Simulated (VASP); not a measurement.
# NaF in VASP: a series of runs

The runs below take NaF through single point, with r2SCAN, PBE.

All numbers are computed with VASP 6.6.1; they aren't measurements. Logs are shortened: lines on timing, memory, paths and dates and some standing lists are left out, and cuts for length are marked.

## Step 1: The cell of the first run

It takes space group P6_3/mmc (No. 194, hexagonal). The conventional cell has a = 3.868 Å, b = 3.868 Å, c = 4.506 Å, α = 90.00°, β = 90.00°, γ = 120.00°. Na (site symmetry -6m2) has 5 F at 2.23 to 2.25 Å within 3.0 Å. Within 3.0 Å of F (site symmetry -6m2) lie 5 Na at 2.23 to 2.25 Å.

## Step 2: Single point, r2SCAN (uniaxial z strain -1.0%)

The input, POSCAR:

```
NaF
1.0
    3.8680646418      0.0000000000      0.0000000000
   -1.9340323209      3.3498422433      0.0000000000
    0.0000000000      0.0000000000      4.5058668432
Na F
2 2
Direct
    0.3333333333      0.6666666667     -0.0625000000
    0.6666666667      0.3333333333      0.4375000000
    0.3333333333      0.6666666667      0.4375000000
    0.6666666667      0.3333333333      0.9375000000
```

The input, INCAR.step1:

```
SYSTEM = NaF
ALGO = Normal
EDIFF = 1E-4
ENCUT = 520
GGA = PE
ISMEAR = 0
LASPH = .TRUE.
LCHARG = .FALSE.
LREAL = .FALSE.
LWAVE = .TRUE.
NBANDS = 22
NELM = 60
PREC = Accurate
SIGMA = 0.01
```

The input, INCAR.step2:

```
SYSTEM = NaF
ALGO = Normal
EDIFF = 1E-6
ENCUT = 520
ISIF = 2
ISMEAR = 0
ISTART = 1
LASPH = .TRUE.
LCHARG = .FALSE.
LMIXTAU = .TRUE.
LREAL = .FALSE.
LWAVE = .FALSE.
METAGGA = R2SCAN
NBANDS = 22
NELM = 60
PREC = Accurate
SIGMA = 0.01
```

The input, KPOINTS:

```
k-points
0
G
  12 12 6
  0 0 0
```

Potentials or basis: VASP PAW PBE potentials, release 64 (Na_pv, F).

Launch:

```bash
$ cat potpaw_PBE.64/Na_pv/POTCAR potpaw_PBE.64/F/POTCAR > POTCAR
$ cp INCAR.step1 INCAR
$ mpirun -np 1 vasp_std > vasp.out
$ cp INCAR.step2 INCAR
$ mpirun -np 1 vasp_std > vasp.out
```

OUTCAR:

```text
SYSTEM = NaF
   EDIFF = 1E-6
   ENCUT = 520
   ISIF = 2
   ISMEAR = 0
   ISTART = 1
   LASPH = .TRUE.
   LREAL = .FALSE.
   METAGGA = R2SCAN
   NELM = 60
   PREC = Accurate

 ion  position               nearest neighbor table
   1  0.333  0.667  0.938-   4 2.23   4 2.23   4 2.23   3 2.25   3 2.25
   2  0.667  0.333  0.438-   3 2.23   3 2.23   3 2.23   4 2.25   4 2.25
   3  0.333  0.667  0.438-   2 2.23   2 2.23   2 2.23   1 2.25   1 2.25
   4  0.667  0.333  0.938-   1 2.23   1 2.23   1 2.23   2 2.25   2 2.25

  LATTYP: Found a hexagonal cell.
 ALAT       =     3.8680646418
 C/A-ratio  =     1.1648892303

  Lattice vectors:

 A1 = (   3.8680646418,   0.0000000000,   0.0000000000)
 A2 = (  -1.9340323209,   3.3498422433,   0.0000000000)
 A3 = (   0.0000000000,   0.0000000000,   4.5058668432)

Analysis of symmetry for initial positions (statically):
=====================================================================
 Subroutine PRICEL returns:
 Original cell was already a primitive cell.

 Routine SETGRP: Setting up the symmetry group for a
 hexagonal supercell.

 Subroutine GETGRP returns: Found 24 space group operations
 (whereof  6 operations were pure point group operations)
 out of a pool of 24 trial point group operations.

The static configuration has the point symmetry C_3v.
 The point group associated with its full space group is D_6h.

Analysis of symmetry for dynamics (positions and initial velocities):
=====================================================================
 Subroutine PRICEL returns:
 Original cell was already a primitive cell.

 Routine SETGRP: Setting up the symmetry group for a
 hexagonal supercell.

 Subroutine GETGRP returns: Found 24 space group operations
 (whereof  6 operations were pure point group operations)
 out of a pool of 24 trial point group operations.

The dynamic configuration has the point symmetry C_3v.
 The point group associated with its full space group is D_6h.

 Subroutine INISYM returns: Found 24 space group operations
 (whereof  6 operations are pure point group operations),
 and found     1 'primitive' translations

----------------------------------------------------------------------------------------

                                     Primitive cell

  volume of cell :      58.3843

  direct lattice vectors                    reciprocal lattice vectors
[... 91 lines left out ...]
   EDIFF  = 0.1E-05   stopping-criterion for ELM
   LREAL  =      F    real-space projection
   EDIFFG = 0.1E-04   stopping-criterion for IOM
   NSW    =      0    number of steps for IOM
   IBRION =     -1    ionic relax: 0-MD 1-quasi-New 2-CG
   NFREE  =      0    steps in history (QN), initial steepest desc. (CG)
   ISIF   =      2    stress and relaxation
   ISYM   =      2    0-nonsym 1-usesym 2-fastsym
   POTIM  = 0.5000    time-step for ionic-motion
   TEBEG  =    0.0;   TEEND  =   0.0 temperature during run
   PSTRESS=    0.0 pullay stress
   NELECT =      28.0000    total number of electrons
   NUPDOWN=      -1.0000    fix difference up-down
   EMIN   =  10.00;   EMAX   =-10.00  energy-range for DOS
   EFERMI =   0.00;   METHOD = LEGACY
   ISMEAR =     0;   SIGMA  =   0.01  broadening in eV -4-tet -1-fermi 0-gaus
   EFERMI_NEDOS =   21; number of points for ismear=-14 and -15
   IALGO  =     38    algorithm
   IMIX   =      4    mixing-type and parameters
     AMIX     =   0.40;   BMIX     =  1.00
     AMIX_MAG =   1.60;   BMIX_MAG =  1.00
  volume/ion in A,a.u.               =      14.60        98.50
  Fermi-wavevector in a.u.,A,eV,Ry     =   1.281431  2.421554 22.341670  1.642066
  Thomas-Fermi vector in A             =   2.413802
   LORBIT       =      0    0 simple, 1 ext, 2 COOP (PROOUT), +10 PAW based schemes
   METAGGA = R2SCAN    functional components
   LHFCALC =     F    Hartree Fock is set to
   AEXX    =    0.0000 exact exchange contribution
   IVDW    =     0    specifies the selected vdW correction
   LEPSILON=     F    determine dielectric tensor
   LRPA    =     F    only Hartree local field effects (RPA)
 non-spin polarized calculation
 Gauss-broadening in eV      SIGMA  =   0.01
  energy-cutoff  :      520.00
  volume of cell :       58.38
 maximum number of plane-waves:      1594
 NGX is ok and might be reduce to    30
   NGX = 15   NGY = 15   NGZ = 17

 number of electron      27.9999966 magnetization

 Free energy of the ion-electron system (eV)
  ---------------------------------------------------
  ext. energy  EPLUGINS =         0.00000000
  ---------------------------------------------------
  free energy    TOTEN  =       -24.94126680 eV

  energy without entropy =      -24.94126680  energy(sigma->0) =      -24.94126680

 E-fermi :  -3.3293     XC(G=0):  -8.7470

 val. band max:       -3.3676982803   @ k =   0.0000   0.0000   0.0000
 cond. band min:       3.0125183168   @ k =   0.0000   0.0000   0.0000
 fundamental gap:      6.3802165970
 Fermi energy:        -3.3293078118

 k-point     1 :       0.0000    0.0000    0.0000
  band No.  band energies     occupation
      1     -23.6360      2.00000
      2     -23.4063      2.00000
      3     -22.9910      2.00000
      4     -22.9469      2.00000
      5     -22.9466      2.00000
      6     -22.8958      2.00000
[... 589 lines left out ...]
     21      14.1063      0.00000
     22      14.2423      0.00000

 [... further k-points ...]

------------------------ aborting loop because EDIFF is reached ----------------------------------------

  FORCE on cell =-STRESS in cart. coord.  units (eV):
  Direction    XX          YY          ZZ          XY          YZ          ZX
  --------------------------------------------------------------------------------------
  -------------------------------------------------------------------------------------
  Total       -0.1087848     -0.1087848      0.1915342      0.0000000     -0.0000000     -0.0000000
  in kB       -2.9852614     -2.9852614      5.2560615      0.0000000     -0.0000000     -0.0000000
  external PRESSURE =      -0.2381538 kB  Pullay stress =       0.0000000 kB

 VOLUME and BASIS-vectors are now :
 -----------------------------------------------------------------------------
  energy-cutoff  :      520.00
  volume of cell :       58.38
      direct lattice vectors                 reciprocal lattice vectors
     3.868064642  0.000000000  0.000000000     0.258527220  0.149260760  0.000000000
    -1.934032321  3.349842243  0.000000000     0.000000000  0.298521521  0.000000000
     0.000000000  0.000000000  4.505866843     0.000000000  0.000000000  0.221932879

 POSITION                                       TOTAL-FORCE (eV/Angst)
 -----------------------------------------------------------------------------------
     -0.00000      2.23323      4.22425         0.000000     -0.000000     -0.000000
      1.93403      1.11661      1.97132        -0.000000      0.000000     -0.000000
     -0.00000      2.23323      1.97132        -0.000000      0.000000      0.000000
      1.93403      1.11661      4.22425        -0.000000     -0.000000     -0.000000
 -----------------------------------------------------------------------------------
    total drift:                               -0.000000      0.000000      0.000000

  FREE ENERGIE OF THE ION-ELECTRON SYSTEM (eV)
  ---------------------------------------------------
  free  energy   TOTEN  =       -24.9412668037 eV

  energy  without entropy=      -24.9412668037  energy(sigma->0) =      -24.94126680
```

OUTCAR.step1:

```text
SYSTEM = NaF
   EDIFF = 1E-4
   ENCUT = 520
   GGA = PE
   ISMEAR = 0
   LASPH = .TRUE.
   LREAL = .FALSE.
   NELM = 60
[... 830 lines left out ...]
      1.93403      1.11661      1.97132         0.000000      0.000000      0.000000
     -0.00000      2.23323      1.97132        -0.000000      0.000000     -0.000000
      1.93403      1.11661      4.22425        -0.000000     -0.000000     -0.000000
 -----------------------------------------------------------------------------------
    total drift:                               -0.000000      0.000000      0.000000

  FREE ENERGIE OF THE ION-ELECTRON SYSTEM (eV)
  ---------------------------------------------------
  free  energy   TOTEN  =       -16.9508105221 eV

  energy  without entropy=      -16.9508105221  energy(sigma->0) =      -16.95081052
```

OSZICAR.step1:

```text
N       E                     dE             d eps       ncg     rms          rms(c)
DAV:   1     0.321267110517E+03    0.32127E+03   -0.15289E+04  3352   0.155E+03
DAV:   2     0.998025989432E+01   -0.31129E+03   -0.29314E+03  3544   0.452E+02
DAV:   3    -0.185984446373E+02   -0.28579E+02   -0.28419E+02  4028   0.135E+02
DAV:   4    -0.191660412700E+02   -0.56760E+00   -0.56745E+00  3620   0.213E+01
DAV:   5    -0.191769165075E+02   -0.10875E-01   -0.10875E-01  3824   0.278E+00    0.824E+00
DAV:   6    -0.169760693344E+02    0.22008E+01   -0.84353E+00  4958   0.202E+01    0.275E+00
DAV:   7    -0.169371995877E+02    0.38870E-01   -0.89309E-02  3514   0.265E+00    0.165E+00
DAV:   8    -0.169452187912E+02   -0.80192E-02   -0.71224E-02  3420   0.401E+00    0.255E-01
DAV:   9    -0.169506196087E+02   -0.54008E-02   -0.15211E-02  3602   0.896E-01    0.183E-01
DAV:  10    -0.169507936438E+02   -0.17404E-03   -0.34834E-03  3986   0.660E-01    0.243E-02
DAV:  11    -0.169508105221E+02   -0.16878E-04   -0.11802E-04  3746   0.939E-02
   1 F= -.16950811E+02 E0= -.16950811E+02  d E =-.270791E-30
```

Wall time 2.5 min (1 thread of Intel Xeon 6975P-C (Granite Rapids), shared host); peak memory 0.22 GiB.

What came out:

| Property | Result |
| --- | --- |
| Free energy | -24.9413 eV |
| Pressure | 0.0 GPa |
| Band gap on the k mesh | 6.38 eV |

Stress tensor (GPa, compression positive):
```
-0.30  0.00  0.00
 0.00 -0.30  0.00
 0.00  0.00  0.53
```

Levels at points of the mesh, in eV from the valence-band top:
| k point | band 12 | band 13 | band 14 | band 15 | band 16 | band 17 |
| --- | --- | --- | --- | --- | --- | --- |
| (0.00, 0.00, 0.00) | -0.31 | -0.31 | 0.00 | 6.38 | 13.85 | 13.96 |
| (0.50, 0.00, 0.00) | -0.60 | -0.36 | -0.17 | 9.33 | 11.52 | 13.55 |
| (0.00, 0.00, 0.50) | -0.47 | -0.47 | -0.47 | 8.71 | 8.71 | 17.45 |
| (0.50, 0.00, 0.50) | -0.49 | -0.27 | -0.27 | 10.47 | 10.47 | 13.60 |

Caveat: the cell differs from its parent crystal (uniaxial z strain -1.0%); the structure was generated, so it needn't be the stable form of NaF; the PAW data sets were made with another functional, which shifts forces and pressure a little.

[end of part 1 of 3]
